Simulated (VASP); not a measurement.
# HfN (Fm-3m) in VASP: a series of runs

HfN is run at these levels: LDA, PBEsol, PBE, r2SCAN; tasks: single point, relaxation of cell and atoms.

Everything below comes from runs of VASP 6.6.1. Logs are shortened: lines on timing, memory, paths and dates and some standing lists are left out, and cuts for length are marked.

**1. The cell of the first run**

The structure is cubic, space group Fm-3m (No. 225). The conventional cell has a = 4.468 Å, b = 4.468 Å, c = 4.468 Å, α = 90.00°, β = 90.00°, γ = 90.00°. Hf (site symmetry m-3m) has 6 N at 2.23 Å within 3.0 Å. N (site symmetry m-3m) has 6 Hf at 2.23 Å within 3.0 Å.

**2. Single point, LDA**

INCAR reads:

```
  PREC = Accurate
  ENCUT = 520
  EDIFF = 1E-6
  ISMEAR = 0
  SIGMA = 0.1
  LREAL = False
  LASPH = True
  NELM = 80
  ALGO = Normal
  ISIF = 2
  LWAVE = False
  LCHARG = False
  NBANDS = 14
```

KPOINTS reads:

```
regular mesh
0
Gamma
  16 16 16
```

POSCAR reads:

```
HfN
1.0
    0.0000000000      2.2340258475      2.2340258475
    2.2340258475      0.0000000000      2.2340258475
    2.2340258475      2.2340258475      0.0000000000
Hf N
1 1
Direct
    0.0000000000      0.0000000000      0.0000000000
    0.5000000000      0.5000000000      0.5000000000
```

Potentials or basis: VASP PAW LDA potentials, release 64 (Hf_pv, N).

On the command line:

```sh
$ cat potpaw_LDA.64/Hf_pv/POTCAR potpaw_LDA.64/N/POTCAR > POTCAR
$ mpirun -np 1 vasp_std > vasp.out
```

OUTCAR:

```text
PREC = Accurate
   ENCUT = 520
   EDIFF = 1E-6
   ISMEAR = 0
   LREAL = False
   LASPH = True
   NELM = 80
   ISIF = 2

 ion  position               nearest neighbor table
   1  0.000  0.000  0.000-   2 2.23   2 2.23   2 2.23   2 2.23   2 2.23   2 2.23
   2  0.500  0.500  0.500-   1 2.23   1 2.23   1 2.23   1 2.23   1 2.23   1 2.23

  LATTYP: Found a face centered cubic cell.
 ALAT       =     4.4680516950

  Lattice vectors:

 A1 = (   0.0000000000,   2.2340258475,   2.2340258475)
 A2 = (   2.2340258475,   0.0000000000,   2.2340258475)
 A3 = (   2.2340258475,   2.2340258475,   0.0000000000)

Analysis of symmetry for initial positions (statically):
=====================================================================
 Subroutine PRICEL returns:
 Original cell was already a primitive cell.

 Routine SETGRP: Setting up the symmetry group for a
 face centered cubic supercell.

 Subroutine GETGRP returns: Found 48 space group operations
 (whereof 48 operations were pure point group operations)
 out of a pool of 48 trial point group operations.

The static configuration has the point symmetry O_h .

Analysis of symmetry for dynamics (positions and initial velocities):
=====================================================================
 Subroutine PRICEL returns:
 Original cell was already a primitive cell.

 Routine SETGRP: Setting up the symmetry group for a
 face centered cubic supercell.

 Subroutine GETGRP returns: Found 48 space group operations
 (whereof 48 operations were pure point group operations)
 out of a pool of 48 trial point group operations.

The dynamic configuration has the point symmetry O_h .

 Subroutine INISYM returns: Found 48 space group operations
 (whereof 48 operations are pure point group operations),
 and found     1 'primitive' translations

----------------------------------------------------------------------------------------

                                     Primitive cell

  volume of cell :      22.2995

  direct lattice vectors                    reciprocal lattice vectors
     0.000000000  2.234025847  2.234025847    -0.223811197  0.223811197  0.223811197
     2.234025847  0.000000000  2.234025847     0.223811197 -0.223811197  0.223811197
     2.234025847  2.234025847  0.000000000     0.223811197  0.223811197 -0.223811197

  length of vectors
     3.159389652  3.159389652  3.159389652     0.387652365  0.387652365  0.387652365

  position of ions in fractional coordinates (direct lattice)
     0.000000000  0.000000000  0.000000000
     0.500000000  0.500000000  0.500000000

  ion indices of the primitive-cell ions
   primitive index   ion index
[... 87 lines left out ...]
   EMIN   =  10.00;   EMAX   =-10.00  energy-range for DOS
   EFERMI =   0.00;   METHOD = LEGACY
   ISMEAR =     0;   SIGMA  =   0.10  broadening in eV -4-tet -1-fermi 0-gaus
   EFERMI_NEDOS =   21; number of points for ismear=-14 and -15
   IALGO  =     38    algorithm
   IMIX   =      4    mixing-type and parameters
     AMIX     =   0.40;   BMIX     =  1.00
     AMIX_MAG =   1.60;   BMIX_MAG =  1.00
  volume/ion in A,a.u.               =      11.15        75.24
  Fermi-wavevector in a.u.,A,eV,Ry     =   1.434411  2.710644 27.994477  2.057536
  Thomas-Fermi vector in A             =   2.553823
   LORBIT       =      0    0 simple, 1 ext, 2 COOP (PROOUT), +10 PAW based schemes
   GGA     = CA    functional components
   LHFCALC =     F    Hartree Fock is set to
   AEXX    =    0.0000 exact exchange contribution
   IVDW    =     0    specifies the selected vdW correction
   LEPSILON=     F    determine dielectric tensor
   LRPA    =     F    only Hartree local field effects (RPA)
 non-spin polarized calculation
 Gauss-broadening in eV      SIGMA  =   0.10
  energy-cutoff  :      520.00
  volume of cell :       22.30
 maximum number of plane-waves:       620
   NGX = 11   NGY = 11   NGZ = 11

 number of electron      14.9999999 magnetization

 Free energy of the ion-electron system (eV)
  ---------------------------------------------------
  ext. energy  EPLUGINS =         0.00000000
  ---------------------------------------------------
  free energy    TOTEN  =       -23.87222010 eV

  energy without entropy =      -23.86915540  energy(sigma->0) =      -23.87068775

 E-fermi :   8.4936     XC(G=0): -13.1525

 val. band max:        8.4921947325   @ k =  -0.1250   0.0625   0.0000
 cond. band min:       8.5050490188   @ k =   0.3750   0.1250   0.0000
 fundamental gap:      0.0128542863
 Fermi energy:         8.4935596925

 k-point     1 :       0.0000    0.0000    0.0000
  band No.  band energies     occupation
      1     -22.3066      2.00000
      2     -22.3066      2.00000
      3     -22.3066      2.00000
      4      -8.9276      2.00000
      5       5.5139      2.00000
      6       5.5139      2.00000
      7       5.5139      2.00000
      8       8.0890      2.00000
      9       8.0890      2.00000
     10       8.0890      2.00000
     11      10.4896      0.00000
     12      10.4896      0.00000
     13      10.8183      0.00000
     14      18.2290      0.00000
[... 377 lines left out ...]
      1     -22.4190      2.00000
      2     -22.3344      2.00000
      3     -22.3084      2.00000
      4      -8.6677      2.00000
      5       4.4751      2.00000
      6       4.7992      2.00000
      7       5.1378      2.00000
      8       8.2696      1.99846
      9       8.2801      1.99746
     10       8.7423      0.00043
     11      10.7437      0.00000
     12      11.5929      0.00000
     13      11.7009      0.00000
     14      19.0547      0.00000

 [... further k-points ...]

------------------------ aborting loop because EDIFF is reached ----------------------------------------

  FORCE on cell =-STRESS in cart. coord.  units (eV):
  Direction    XX          YY          ZZ          XY          YZ          ZX
  --------------------------------------------------------------------------------------
  -------------------------------------------------------------------------------------
  Total       -0.1707891     -0.1707891     -0.1707891      0.0000000      0.0000000      0.0000000
  in kB      -12.2708905    -12.2708905    -12.2708905      0.0000000      0.0000000      0.0000000
  external PRESSURE =     -12.2708905 kB  Pullay stress =       0.0000000 kB

 VOLUME and BASIS-vectors are now :
 -----------------------------------------------------------------------------
  energy-cutoff  :      520.00
  volume of cell :       22.30
      direct lattice vectors                 reciprocal lattice vectors
     0.000000000  2.234025847  2.234025847    -0.223811197  0.223811197  0.223811197
     2.234025847  0.000000000  2.234025847     0.223811197 -0.223811197  0.223811197
     2.234025847  2.234025847  0.000000000     0.223811197  0.223811197 -0.223811197

 POSITION                                       TOTAL-FORCE (eV/Angst)
 -----------------------------------------------------------------------------------
      0.00000      0.00000      0.00000         0.000000      0.000000     -0.000000
      2.23403      2.23403      2.23403        -0.000000     -0.000000      0.000000
 -----------------------------------------------------------------------------------
    total drift:                                0.000000     -0.000000     -0.000000

  FREE ENERGIE OF THE ION-ELECTRON SYSTEM (eV)
  ---------------------------------------------------
  free  energy   TOTEN  =       -23.8722201027 eV

  energy  without entropy=      -23.8691553963  energy(sigma->0) =      -23.87068775
```

OSZICAR:

```text
N       E                     dE             d eps       ncg     rms          rms(c)
DAV:   1     0.349148026314E+02    0.34915E+02   -0.78206E+03  4068   0.101E+03
DAV:   2    -0.250798572628E+02   -0.59995E+02   -0.56227E+02  5234   0.228E+02
DAV:   3    -0.268507731948E+02   -0.17709E+01   -0.17627E+01  4798   0.312E+01
DAV:   4    -0.268567094652E+02   -0.59363E-02   -0.59352E-02  4788   0.217E+00
DAV:   5    -0.268567452539E+02   -0.35789E-04   -0.35787E-04  4786   0.141E-01    0.536E+01
DAV:   6    -0.240184843275E+02    0.28383E+01   -0.83358E+00  4378   0.221E+01    0.456E+01
DAV:   7    -0.239079274659E+02    0.11056E+00   -0.43058E-01  5158   0.511E+00    0.277E+01
DAV:   8    -0.238768982392E+02    0.31029E-01   -0.11169E-01  5188   0.271E+00    0.495E+00
DAV:   9    -0.238724195398E+02    0.44787E-02   -0.13664E-02  4630   0.905E-01    0.191E+00
DAV:  10    -0.238722447341E+02    0.17481E-03   -0.95784E-04  5290   0.277E-01    0.349E-01
DAV:  11    -0.238722206841E+02    0.24050E-04   -0.65866E-05  4566   0.768E-02    0.486E-02
DAV:  12    -0.238722201027E+02    0.58138E-06   -0.59869E-06  5184   0.207E-02
   1 F= -.23872220E+02 E0= -.23870688E+02  d E =-.306471E-02
```

It took 24 s on 1 thread of Intel Xeon 6975P-C (Granite Rapids), shared host; peak memory 0.16 GiB.

What came out:

| Property | Result |
| --- | --- |
| Free energy | -23.8722 eV |
| Pressure | -1.2 GPa |

Caveat: spin-orbit coupling is left out, which moves the levels of the heavy elements.

**3. Single point, PBEsol**

This run uses another cell than the first one, of 11.40 Å³/atom, 1.023 times its volume.

INCAR reads:

```
SYSTEM = HfN
ALGO     = Normal         ! electronic algorithm
EDIFF    = 1E-6           ! SCF threshold, eV
ENCUT    = 520            ! plane-wave cutoff, eV
GGA      = PS             ! functional
ISIF     = 2              ! what is computed and relaxed
ISMEAR   = 0              ! smearing method
LASPH    = .TRUE.         ! aspherical terms in the spheres
LCHARG   = .TRUE.         ! write CHGCAR
LELF     = .TRUE.         ! ELF
LREAL    = .FALSE.        ! projectors in reciprocal space
LVHAR    = .TRUE.       
LWAVE    = .FALSE.        ! write WAVECAR
NBANDS   = 14             ! bands
NELM     = 100            ! most SCF steps
PREC     = Accurate       ! precision mode
SIGMA    = 0.1            ! smearing width, eV
```

KPOINTS reads:

```
k-points
0
G
  16 16 16
  0 0 0
```

POSCAR reads:

```
HfN
1.0
    0.0000000000      2.2507717147      2.2507717147
    2.2507717147      0.0000000000      2.2507717147
    2.2507717147      2.2507717147      0.0000000000
Hf N
1 1
Direct
    0.0000000000      0.0000000000      0.0000000000
    0.5000000000      0.5000000000      0.5000000000
```

Potentials or basis: VASP PAW PBE potentials, release 64 (Hf_pv, N).

On the command line:

```sh
$ cat potpaw_PBE.64/Hf_pv/POTCAR potpaw_PBE.64/N/POTCAR > POTCAR
$ mpirun -np 1 vasp_std > vasp.out
```

Wall time 26 s (1 thread of Intel Xeon 6975P-C (Granite Rapids), shared host); peak memory 0.17 GiB.

The run converged. Its results:

* Free energy: -22.9948 eV
* Pressure: -2.2 GPa

Levels at points of the mesh, in eV from the Fermi level:
| k point | band 6 | band 7 | band 8 | band 9 | band 10 | band 11 |
| --- | --- | --- | --- | --- | --- | --- |
| (0.00, 0.00, 0.00) | -2.99 | -2.99 | -0.37 | -0.37 | -0.37 | 1.93 |
| (0.50, 0.00, 0.00) | -6.22 | -6.22 | 3.35 | 3.78 | 3.78 | 4.47 |
| (0.50, 0.50, 0.00) | -3.88 | -3.65 | -3.65 | 4.16 | 5.64 | 5.64 |

Caveat: the PAW data sets were made with another functional, which shifts forces and pressure a little; spin-orbit coupling is left out, which moves the levels of the heavy elements.

**4. Single point, PBE**

This run uses another cell than the first one, of 11.76 Å³/atom, 1.055 times its volume.

INCAR reads:

```
SYSTEM = HfN
PREC = Accurate
ENCUT = 520
EDIFF = 1E-6
ISMEAR = 0
SIGMA = 0.1
LREAL = .FALSE.
LASPH = .TRUE.
NELM = 100
ALGO = Normal
ISIF = 2
LWAVE = .FALSE.
LCHARG = .FALSE.
GGA = PE
NBANDS = 14
```

KPOINTS reads:

```
regular mesh
0
G
  16 16 16
  0 0 0
```

POSCAR reads:

```
HfN
1.0
    0.0000000000      2.2738987934      2.2738987934
    2.2738987934      0.0000000000      2.2738987934
    2.2738987934      2.2738987934      0.0000000000
Hf N
1 1
Direct
    0.0000000000      0.0000000000      0.0000000000
    0.5000000000      0.5000000000      0.5000000000
```

On the command line:

```sh
$ cat potpaw_PBE.64/Hf_pv/POTCAR potpaw_PBE.64/N/POTCAR > POTCAR
$ mpirun -np 1 vasp_std > vasp.out
```

It took 22 s on 1 thread of Intel Xeon 6975P-C (Granite Rapids), shared host; peak memory 0.17 GiB.

Results (log left out):

```yaml
Free_energy: -21.7587 eV
Pressure: -2.3 GPa
```

Levels at points of the mesh, in eV from the Fermi level:
```tsv
k point	band 6	band 7	band 8	band 9	band 10	band 11
(0.00, 0.00, 0.00)	-3.00	-3.00	-0.34	-0.34	-0.34	1.61
(0.50, 0.00, 0.00)	-6.08	-6.08	3.19	3.60	3.60	4.32
(0.50, 0.50, 0.00)	-3.72	-3.68	-3.68	3.99	5.36	5.37
```

Caveat: spin-orbit coupling is left out, which moves the levels of the heavy elements.

**5. Single point, r2SCAN**

This run uses another cell than the first one, of 11.58 Å³/atom, 1.039 times its volume.

POSCAR reads:

```
HfN
1.0
    0.0000000000      2.2626863251      2.2626863251
    2.2626863251      0.0000000000      2.2626863251
    2.2626863251      2.2626863251      0.0000000000
Hf N
1 1
Direct
    0.0000000000      0.0000000000      0.0000000000
    0.5000000000      0.5000000000      0.5000000000
```

INCAR.step1 reads:

```
SYSTEM = HfN
PREC = Accurate
ENCUT = 520
ISMEAR = 0
SIGMA = 0.1
LREAL = .FALSE.
LASPH = .TRUE.
NELM = 60
NBANDS = 14
GGA = PE
ALGO = Normal
EDIFF = 1E-4
LWAVE = .TRUE.
LCHARG = .FALSE.
```

INCAR.step2 reads:

```
SYSTEM = HfN
PREC = Accurate
ENCUT = 520
EDIFF = 1E-6
ISMEAR = 0
SIGMA = 0.1
LREAL = .FALSE.
LASPH = .TRUE.
NELM = 60
ALGO = Normal
ISIF = 2
LWAVE = .FALSE.
LCHARG = .FALSE.
METAGGA = R2SCAN
LMIXTAU = .TRUE.
NBANDS = 14
ISTART = 1
```

KPOINTS is that of step 4.

Potentials or basis: VASP PAW PBE potentials, release 64 (Hf_pv, N).

On the command line:

```sh
$ cat potpaw_PBE.64/Hf_pv/POTCAR potpaw_PBE.64/N/POTCAR > POTCAR
$ cp INCAR.step1 INCAR
$ mpirun -np 1 vasp_std > vasp.out
$ cp INCAR.step2 INCAR
$ mpirun -np 1 vasp_std > vasp.out
```

OUTCAR:

```text
SYSTEM = HfN
   PREC = Accurate
   ENCUT = 520
   EDIFF = 1E-6
   ISMEAR = 0
   LREAL = .FALSE.
   LASPH = .TRUE.
   NELM = 60
   ISIF = 2
   METAGGA = R2SCAN
   ISTART = 1

 ion  position               nearest neighbor table
   1  0.000  0.000  0.000-   2 2.26   2 2.26   2 2.26   2 2.26   2 2.26   2 2.26
   2  0.500  0.500  0.500-   1 2.26   1 2.26   1 2.26   1 2.26   1 2.26   1 2.26

  LATTYP: Found a face centered cubic cell.
 ALAT       =     4.5253726502

  Lattice vectors:

 A1 = (   0.0000000000,   2.2626863251,   2.2626863251)
 A2 = (   2.2626863251,   0.0000000000,   2.2626863251)
 A3 = (   2.2626863251,   2.2626863251,   0.0000000000)

Analysis of symmetry for initial positions (statically):
=====================================================================
 Subroutine PRICEL returns:
 Original cell was already a primitive cell.

 Routine SETGRP: Setting up the symmetry group for a
 face centered cubic supercell.

 Subroutine GETGRP returns: Found 48 space group operations
 (whereof 48 operations were pure point group operations)
 out of a pool of 48 trial point group operations.

The static configuration has the point symmetry O_h .

Analysis of symmetry for dynamics (positions and initial velocities):
[... 169 lines left out ...]
      2     -24.0689      2.00000
      3     -24.0689      2.00000
      4     -10.1836      2.00000
      5       5.0668      2.00000
      6       5.0668      2.00000
      7       5.0668      2.00000
      8       8.1518      2.00000
      9       8.1518      2.00000
     10       8.1518      2.00000
     11      10.4862      0.00000
     12      10.4862      0.00000
     13      10.5008      0.00000
     14      18.5225      0.00000
[... 377 lines left out ...]
      1     -24.1640      2.00000
      2     -24.0923      2.00000
      3     -24.0703      2.00000
      4      -9.9512      2.00000
      5       4.0584      2.00000
      6       4.4069      2.00000
      7       4.7333      2.00000
      8       8.2987      1.99230
      9       8.3292      1.97446
     10       8.7704      0.00006
     11      10.6474      0.00000
     12      11.4863      0.00000
     13      11.5315      0.00000
     14      19.3244      0.00000

 [... further k-points ...]
[... 5 lines left out ...]
  --------------------------------------------------------------------------------------
  -------------------------------------------------------------------------------------
  Total       -0.3861981     -0.3861981     -0.3861981      0.0000000     -0.0000000      0.0000000
  in kB      -26.7065398    -26.7065398    -26.7065398      0.0000000     -0.0000000      0.0000000
  external PRESSURE =     -26.7065398 kB  Pullay stress =       0.0000000 kB

 VOLUME and BASIS-vectors are now :
 -----------------------------------------------------------------------------
  energy-cutoff  :      520.00
  volume of cell :       23.17
      direct lattice vectors                 reciprocal lattice vectors
     0.000000000  2.262686325  2.262686325    -0.220976277  0.220976277  0.220976277
     2.262686325  0.000000000  2.262686325     0.220976277 -0.220976277  0.220976277
     2.262686325  2.262686325  0.000000000     0.220976277  0.220976277 -0.220976277

 POSITION                                       TOTAL-FORCE (eV/Angst)
 -----------------------------------------------------------------------------------
      0.00000      0.00000      0.00000        -0.000000     -0.000000      0.000000
      2.26269      2.26269      2.26269         0.000000      0.000000      0.000000
 -----------------------------------------------------------------------------------
    total drift:                                0.000000     -0.000000     -0.000000

  FREE ENERGIE OF THE ION-ELECTRON SYSTEM (eV)
  ---------------------------------------------------
  free  energy   TOTEN  =       -58.2372186024 eV

  energy  without entropy=      -58.2343603030  energy(sigma->0) =      -58.23578945
```

It took 1.8 min on 1 thread of Intel Xeon 6975P-C (Granite Rapids), shared host; peak memory 0.18 GiB.

Results:

```yaml
Free_energy: -58.2372 eV
Pressure: -2.7 GPa
```

Levels at points of the mesh, in eV from the Fermi level:
```tsv
k point	band 6	band 7	band 8	band 9	band 10	band 11
(0.00, 0.00, 0.00)	-3.42	-3.42	-0.34	-0.34	-0.34	2.00
(0.50, 0.00, 0.00)	-6.62	-6.62	3.36	3.75	3.75	4.58
(0.50, 0.50, 0.00)	-4.13	-4.13	-3.87	4.11	5.52	5.52
```

Caveat: the PAW data sets were made with another functional, which shifts forces and pressure a little; spin-orbit coupling is left out, which moves the levels of the heavy elements.

(Continued in part 2 of 2.)
